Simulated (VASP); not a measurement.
# Sn (I4_1/amd) in VASP: notebook

Sn is run at these levels: r2SCAN; tasks: single point.

All numbers are computed with VASP 6.6.1; they aren't measurements. Logs are shortened: lines on timing, memory, paths and dates and some standing lists are left out, and cuts for length are marked.

## (1) The cell of the first run

It takes space group I4_1/amd (No. 141, tetragonal). Conventional cell: a = 4.986 Å, b = 4.986 Å, c = 5.500 Å, α = 90.00°, β = 90.00°, γ = 90.00°. Within 3.8 Å of Sn (site symmetry -4m2) lie 4 Sn at 2.85 Å.

## (2) Single point, r2SCAN

Input file POSCAR:

```
Sn
1.0
    0.0000000000      3.5258469821      2.7501606460
    3.5258469821      0.0000000000      2.7501606460
    3.5258469821      3.5258469821      0.0000000000
Sn
2
Direct
    0.5000000000      0.5000000000      0.5000000000
    0.7500000000      0.7500000000      0.7500000000
```

Input file INCAR.step1:

```
ALGO     = Normal         # electronic algorithm
EDIFF    = 1E-4           # SCF threshold, eV
ENCUT    = 520            # plane-wave cutoff, eV
GGA      = PE             # functional
ISMEAR   = 0              # smearing method
LASPH    = True           # aspherical terms in the spheres
LCHARG   = False          # write CHGCAR
LREAL    = False          # projectors in reciprocal space
LWAVE    = True           # write WAVECAR
NBANDS   = 21             # bands
NELM     = 80             # most SCF steps
PREC     = Accurate       # precision mode
SIGMA    = 0.15           # smearing width, eV
```

Input file INCAR.step2:

```
ALGO     = Normal         # electronic algorithm
EDIFF    = 1E-6           # SCF threshold, eV
ENCUT    = 520            # plane-wave cutoff, eV
ISIF     = 2              # what is computed and relaxed
ISMEAR   = 0              # smearing method
ISTART   = 1            
LASPH    = True           # aspherical terms in the spheres
LCHARG   = False          # write CHGCAR
LMIXTAU  = True         
LREAL    = False          # projectors in reciprocal space
LWAVE    = False          # write WAVECAR
METAGGA  = R2SCAN         # meta-GGA
NBANDS   = 21             # bands
NELM     = 80             # most SCF steps
PREC     = Accurate       # precision mode
SIGMA    = 0.15           # smearing width, eV
```

Input file KPOINTS:

```
k-points
0
Gamma
  14 14 14
```

Potentials or basis: VASP PAW PBE potentials, release 64 (Sn_d).

Command:

```bash
$ cat potpaw_PBE.64/Sn_d/POTCAR > POTCAR
$ cp INCAR.step1 INCAR
$ mpirun -np 1 vasp_std > vasp.out
$ cp INCAR.step2 INCAR
$ mpirun -np 1 vasp_std > vasp.out
```

OUTCAR:

```text
EDIFF = 1E-6
   ENCUT = 520
   ISIF = 2
   ISMEAR = 0
   ISTART = 1
   LASPH = True
   LREAL = False
   METAGGA = R2SCAN
   NELM = 80
   PREC = Accurate

 ion  position               nearest neighbor table
   1  0.500  0.500  0.500-   2 2.85   2 2.85   2 2.85   2 2.85
   2  0.750  0.750  0.750-   1 2.85   1 2.85   1 2.85   1 2.85

  LATTYP: Found a body centered tetragonal cell.
 ALAT       =     4.9863006209
 C/A-ratio  =     1.1030865786

  Lattice vectors:

 A1 = (   0.0000000000,  -3.5258469821,  -2.7501606460)
 A2 = (   0.0000000000,   3.5258469821,  -2.7501606460)
 A3 = (   3.5258469821,   0.0000000000,   2.7501606460)

Analysis of symmetry for initial positions (statically):
=====================================================================
 Subroutine PRICEL returns:
 Original cell was already a primitive cell.

 Routine SETGRP: Setting up the symmetry group for a
 body centered tetragonal supercell.

 Subroutine GETGRP returns: Found 16 space group operations
 (whereof  8 operations were pure point group operations)
 out of a pool of 16 trial point group operations.

The static configuration has the point symmetry D_2d.
 The point group associated with its full space group is D_4h.

Analysis of symmetry for dynamics (positions and initial velocities):
=====================================================================
 Subroutine PRICEL returns:
 Original cell was already a primitive cell.

 Routine SETGRP: Setting up the symmetry group for a
 body centered tetragonal supercell.

 Subroutine GETGRP returns: Found 16 space group operations
 (whereof  8 operations were pure point group operations)
 out of a pool of 16 trial point group operations.

The dynamic configuration has the point symmetry D_2d.
 The point group associated with its full space group is D_4h.

 Subroutine INISYM returns: Found 16 space group operations
 (whereof  8 operations are pure point group operations),
 and found     1 'primitive' translations

----------------------------------------------------------------------------------------

                                     Primitive cell

  volume of cell :      68.3778

  direct lattice vectors                    reciprocal lattice vectors
     0.000000000  3.525846982  2.750160646    -0.141809898  0.141809898  0.181807561
     3.525846982  0.000000000  2.750160646     0.141809898 -0.141809898  0.181807561
     3.525846982  3.525846982  0.000000000     0.141809898  0.141809898 -0.181807561

  length of vectors
     4.471574725  4.471574725  4.986300621     0.270691861  0.270691861  0.270691861

  position of ions in fractional coordinates (direct lattice)
     0.500000000  0.500000000  0.500000000
     0.750000000  0.750000000  0.750000000

  ion indices of the primitive-cell ions
   primitive index   ion index
                 1           1
                 2           2

----------------------------------------------------------------------------------------

 KPOINTS: k-points

Automatic generation of k-mesh.
 Grid dimensions read from file:
 generate k-points for:   14   14   14

 Generating k-lattice:

  Cartesian coordinates                     Fractional coordinates (reciprocal lattice)
    -0.010129278  0.010129278  0.012986254     0.071428571  0.000000000  0.000000000
     0.010129278 -0.010129278  0.012986254     0.000000000  0.071428571  0.000000000
     0.010129278  0.010129278 -0.012986254     0.000000000  0.000000000  0.071428571

  Length of vectors
     0.019335133  0.019335133  0.019335133

  Shift w.r.t. Gamma in fractional coordinates (k-lattice)
     0.000000000  0.000000000  0.000000000

 Subroutine IBZKPT returns following result:
 ===========================================

 Found    244 irreducible k-points:

 Following reciprocal coordinates:
            Coordinates               Weight
  0.000000  0.000000  0.000000      1.000000
  0.071429  0.000000  0.000000      8.000000
  0.142857 -0.000000  0.000000      8.000000
  0.214286 -0.000000  0.000000      8.000000
  0.285714  0.000000  0.000000      8.000000
  0.357143 -0.000000  0.000000      8.000000
[... 16 lines left out ...]
  0.214286  0.142857  0.000000      8.000000
  0.285714  0.142857  0.000000      8.000000
 [... further k-points ...]
   k-points           NKPTS =    244   k-points in BZ     NKDIM =    244   number of bands    NBANDS=     21
   number of dos      NEDOS =    301   number of ions     NIONS =      2
   total plane-waves  NPLWV =  51840
   dimension x,y,z NGX =    36 NGY =   36 NGZ =   40
   dimension x,y,z NGXF=    72 NGYF=   72 NGZF=   80
   ions per type =               2
   NGX,Y,Z   is equivalent  to a cutoff of  13.38, 13.38, 13.34 a.u.
   NGXF,Y,Z  is equivalent  to a cutoff of  26.77, 26.77, 26.67 a.u.
 SYSTEM =  unknown system
   PREC   = accura    normal or accurate (medium, high low for compatibility)
   ISTART =      1    job   : 0-new  1-cont  2-samecut
   ICHARG =      0    charge: 1-file 2-atom 10-const
   ISPIN  =      1    spin polarized calculation?
   LNONCOLLINEAR =      F non collinear calculations
   LSORBIT =      F    spin-orbit coupling
   LASPH  =      T    aspherical Exc in radial PAW
   ENCUT  =  520.0 eV  38.22 Ry    6.18 a.u.   8.31  8.31  9.27*2*pi/ulx,y,z
   NELM   =     80;   NELMIN=  2; NELMDL=  0     # of ELM steps
   EDIFF  = 0.1E-05   stopping-criterion for ELM
   LREAL  =      F    real-space projection
   EDIFFG = 0.1E-04   stopping-criterion for IOM
   NSW    =      0    number of steps for IOM
   IBRION =     -1    ionic relax: 0-MD 1-quasi-New 2-CG
   NFREE  =      0    steps in history (QN), initial steepest desc. (CG)
   ISIF   =      2    stress and relaxation
   ISYM   =      2    0-nonsym 1-usesym 2-fastsym
   POTIM  = 0.5000    time-step for ionic-motion
   TEBEG  =    0.0;   TEEND  =   0.0 temperature during run
   PSTRESS=    0.0 pullay stress
   NELECT =      28.0000    total number of electrons
   NUPDOWN=      -1.0000    fix difference up-down
   EMIN   =  10.00;   EMAX   =-10.00  energy-range for DOS
   EFERMI =   0.00;   METHOD = LEGACY
   ISMEAR =     0;   SIGMA  =   0.15  broadening in eV -4-tet -1-fermi 0-gaus
   EFERMI_NEDOS =   21; number of points for ismear=-14 and -15
   IALGO  =     38    algorithm
   IMIX   =      4    mixing-type and parameters
     AMIX     =   0.40;   BMIX     =  1.00
     AMIX_MAG =   1.60;   BMIX_MAG =  1.00
  volume/ion in A,a.u.               =      34.19       230.72
  Fermi-wavevector in a.u.,A,eV,Ry     =   1.215689  2.297319 20.108049  1.477900
  Thomas-Fermi vector in A             =   2.351068
   LORBIT       =      0    0 simple, 1 ext, 2 COOP (PROOUT), +10 PAW based schemes
   METAGGA = R2SCAN    functional components
   LHFCALC =     F    Hartree Fock is set to
   AEXX    =    0.0000 exact exchange contribution
   IVDW    =     0    specifies the selected vdW correction
   LEPSILON=     F    determine dielectric tensor
   LRPA    =     F    only Hartree local field effects (RPA)
 non-spin polarized calculation
 Gauss-broadening in eV      SIGMA  =   0.15
  energy-cutoff  :      520.00
  volume of cell :       68.38
 maximum number of plane-waves:      1883
 NGX is ok and might be reduce to    36

 number of electron      28.0000003 magnetization

 Free energy of the ion-electron system (eV)
  ---------------------------------------------------
  ext. energy  EPLUGINS =         0.00000000
  ---------------------------------------------------
  free energy    TOTEN  =       -49.27384573 eV

  energy without entropy =      -49.26984939  energy(sigma->0) =      -49.27184756

 E-fermi :   5.4962     XC(G=0):  -9.6410

 val. band max:        5.4946543806   @ k =   0.5000   0.4286   0.0000
 cond. band min:       5.5119519841   @ k =   0.1429   0.0000   0.1429
 fundamental gap:      0.0172976036
 Fermi energy:         5.4962490895

 k-point     1 :       0.0000    0.0000    0.0000
  band No.  band energies     occupation
      1     -16.8840      2.00000
      2     -16.7729      2.00000
      3     -16.7729      2.00000
      4     -16.7719      2.00000
      5     -16.7233      2.00000
      6     -16.5196      2.00000
[... 13 lines left out ...]
     20      12.0399      0.00000
     21      13.2460      0.00000

 k-point     2 :       0.0714    0.0000    0.0000
  band No.  band energies     occupation
      1     -16.8838      2.00000
      2     -16.7830      2.00000
      3     -16.7797      2.00000
      4     -16.7587      2.00000
      5     -16.7154      2.00000
      6     -16.5389      2.00000
[... 13 lines left out ...]
     20      11.9480      0.00000
     21      12.8507      0.00000

 k-point     3 :       0.1429   -0.0000    0.0000
  band No.  band energies     occupation
      1     -16.8836      2.00000
      2     -16.7923      2.00000
      3     -16.7900      2.00000
      4     -16.7434      2.00000
      5     -16.6996      2.00000
      6     -16.5582      2.00000
[... 13 lines left out ...]
     20      11.9752      0.00000
     21      12.8358      0.00000

 k-point     4 :       0.2143   -0.0000    0.0000
  band No.  band energies     occupation
      1     -16.8840      2.00000
      2     -16.8031      2.00000
      3     -16.7934      2.00000
      4     -16.7281      2.00000
      5     -16.6838      2.00000
      6     -16.5751      2.00000
[... 13 lines left out ...]
     20      12.3790      0.00000
     21      13.6349      0.00000

 k-point     5 :       0.2857    0.0000    0.0000
  band No.  band energies     occupation
      1     -16.8857      2.00000
      2     -16.8098      2.00000
      3     -16.7938      2.00000
      4     -16.7151      2.00000
      5     -16.6709      2.00000
      6     -16.5886      2.00000
[... 13 lines left out ...]
     20      13.1511      0.00000
     21      14.4349      0.00000

 k-point     6 :       0.3571   -0.0000    0.0000
  band No.  band energies     occupation
      1     -16.8881      2.00000
      2     -16.8129      2.00000
      3     -16.7924      2.00000
      4     -16.7060      2.00000
      5     -16.6619      2.00000
      6     -16.5981      2.00000
[... 13 lines left out ...]
     20      14.1780      0.00000
     21      14.7006      0.00000

 k-point     7 :       0.4286   -0.0000    0.0000
  band No.  band energies     occupation
      1     -16.8901      2.00000
      2     -16.8138      2.00000
      3     -16.7906      2.00000
      4     -16.7010      2.00000
      5     -16.6569      2.00000
      6     -16.6037      2.00000
[... 13 lines left out ...]
     20      14.3468      0.00000
     21      15.3298      0.00000
[... 291 lines left out ...]
      1     -16.8919      2.00000
      2     -16.8038      2.00000
      3     -16.7986      2.00000
      4     -16.7278      2.00000
      5     -16.6854      2.00000
      6     -16.5750      2.00000
[... 13 lines left out ...]
     20      11.8878      0.00000
     21      12.6414      0.00000

 k-point    21 :      -0.0714    0.0714    0.0000
  band No.  band energies     occupation
      1     -16.8883      2.00000
      2     -16.7926      2.00000
      3     -16.7924      2.00000
      4     -16.7441      2.00000
      5     -16.7009      2.00000
      6     -16.5582      2.00000
[... 13 lines left out ...]
     20      11.7773      0.00000
     21      12.2796      0.00000

 k-point    22 :       0.1429    0.1429    0.0000
  band No.  band energies     occupation
      1     -16.8627      2.00000
      2     -16.7763      2.00000
      3     -16.7763      2.00000
      4     -16.7524      2.00000
      5     -16.7141      2.00000
      6     -16.5287      2.00000
[... 13 lines left out ...]
     20      13.1621      0.00000
     21      14.4592      0.00000

 k-point    23 :       0.2143    0.1429    0.0000
  band No.  band energies     occupation
      1     -16.8536      2.00000
      2     -16.7821      2.00000
      3     -16.7798      2.00000
      4     -16.7392      2.00000
      5     -16.7040      2.00000
      6     -16.5449      2.00000
[... 13 lines left out ...]
     20      13.8405      0.00000
     21      13.8778      0.00000

 k-point    24 :       0.2857    0.1429    0.0000
  band No.  band energies     occupation
      1     -16.8506      2.00000
      2     -16.7885      2.00000
      3     -16.7831      2.00000
      4     -16.7235      2.00000
      5     -16.6888      2.00000
      6     -16.5642      2.00000
[... 13 lines left out ...]
     20      13.4969      0.00000
     21      14.1113      0.00000

 [... further k-points ...]
[... 5 lines left out ...]
  --------------------------------------------------------------------------------------
  -------------------------------------------------------------------------------------
  Total       -0.3465126     -0.3465126      1.5487195      0.0000000      0.0000000      0.0000000
  in kB       -8.1192263     -8.1192263     36.2884470      0.0000000      0.0000000      0.0000000
  external PRESSURE =       6.6833315 kB  Pullay stress =       0.0000000 kB

 VOLUME and BASIS-vectors are now :
 -----------------------------------------------------------------------------
  energy-cutoff  :      520.00
  volume of cell :       68.38
      direct lattice vectors                 reciprocal lattice vectors
     0.000000000  3.525846982  2.750160646    -0.141809898  0.141809898  0.181807561
     3.525846982  0.000000000  2.750160646     0.141809898 -0.141809898  0.181807561
     3.525846982  3.525846982  0.000000000     0.141809898  0.141809898 -0.181807561

 POSITION                                       TOTAL-FORCE (eV/Angst)
 -----------------------------------------------------------------------------------
      3.52585      3.52585      2.75016        -0.000000     -0.000000      0.000000
      5.28877      5.28877      4.12524         0.000000      0.000000      0.000000
 -----------------------------------------------------------------------------------
    total drift:                                0.000000      0.000000      0.000000

  FREE ENERGIE OF THE ION-ELECTRON SYSTEM (eV)
  ---------------------------------------------------
  free  energy   TOTEN  =       -49.2738457275 eV

  energy  without entropy=      -49.2698493883  energy(sigma->0) =      -49.27184756
```

It took 8.4 min on 1 thread of Intel Xeon 6975P-C (Granite Rapids), shared host; peak memory 0.43 GiB.

Results:

```
Free energy            : -49.2738 eV
Pressure               : 0.7 GPa
Band gap on the k mesh : zero (bands 14 and 15 overlap by 1.00 eV)
```

Caveat: the PAW data sets were made with another functional, which shifts forces and pressure a little; spin-orbit coupling is left out, which moves the levels of the heavy elements.

## (3) Single point, r2SCAN

This run uses another cell than the first one, of the same volume but with other edges.

Input file POSCAR:

```
Sn
1.0
    0.0000000000      2.9738145176      3.8659588728
    2.9738145176      0.0000000000      3.8659588728
    2.9738145176      2.9738145176      0.0000000000
Sn
2
Direct
    0.5000000000      0.5000000000      0.5000000000
    0.7500000000      0.7500000000      0.7500000000
```

Input file INCAR.step1:

```
SYSTEM = Sn
  PREC = Accurate
  ENCUT = 520
  ISMEAR = 0
  SIGMA = 0.15
  LREAL = .FALSE.
  LASPH = .TRUE.
  NELM = 100
  NBANDS = 21
  GGA = PE
  ALGO = Normal
  EDIFF = 1E-4
  LWAVE = .TRUE.
  LCHARG = .FALSE.
```

Input file INCAR.step2:

```
SYSTEM = Sn
  PREC = Accurate
  ENCUT = 520
  EDIFF = 1E-7
  ISMEAR = 0
  SIGMA = 0.15
  LREAL = .FALSE.
  LASPH = .TRUE.
  NELM = 100
  ALGO = Normal
  ISIF = 2
  LWAVE = .FALSE.
  LCHARG = .FALSE.
  METAGGA = R2SCAN
  LMIXTAU = .TRUE.
  NBANDS = 21
  ISTART = 1
```

Input file KPOINTS:

```
Automatic mesh
0
G
  14 14 14
  0 0 0
```

Potentials or basis: VASP PAW PBE potentials, release 64 (Sn_d).

Command:

```bash
$ cat potpaw_PBE.64/Sn_d/POTCAR > POTCAR
$ cp INCAR.step1 INCAR
$ mpirun -np 1 vasp_std > vasp.out
$ cp INCAR.step2 INCAR
$ mpirun -np 1 vasp_std > vasp.out
```

Run time: 6.9 min. Hardware: 1 thread of Intel Xeon 6975P-C (Granite Rapids), shared host; peak memory 0.4 GiB.

It converged, with:

```yaml
Free_energy: -49.0794 eV
Pressure: 1.4 GPa
Band_gap_on_the_k_mesh: zero (bands 14 and 15 overlap by 0.88 eV)
```

Stress tensor (GPa, compression positive):
```
 4.74  0.00  0.00
 0.00  4.74  0.00
 0.00  0.00 -5.21
```

Levels at points of the mesh, in eV from the Fermi level:
```csv
k point,band 10,band 11,band 12,band 13,band 14,band 15,band 16,band 17,band 18,band 19
"(0.00, 0.00, 0.00)",-22.11,-11.12,-1.62,-1.20,0.69,0.69,2.02,2.02,3.13,5.54
"(0.50, 0.00, 0.00)",-22.04,-9.37,-6.64,-2.32,-0.79,-0.12,3.74,3.90,6.29,7.63
"(0.50, 0.50, 0.00)",-22.01,-8.55,-8.55,-1.58,-1.58,2.17,2.17,7.46,7.46,8.38
"(0.50, 0.00, 0.50)",-22.11,-7.49,-7.49,-3.04,-3.04,0.28,0.28,6.11,6.11,7.36
```

Caveat: the stress differs along the axes, from -5 to 5 GPa; the PAW data sets were made with another functional, which shifts forces and pressure a little; spin-orbit coupling is left out, which moves the levels of the heavy elements.

The gap in the log of VASP goes by the Fermi energy; the results here count the filled bands.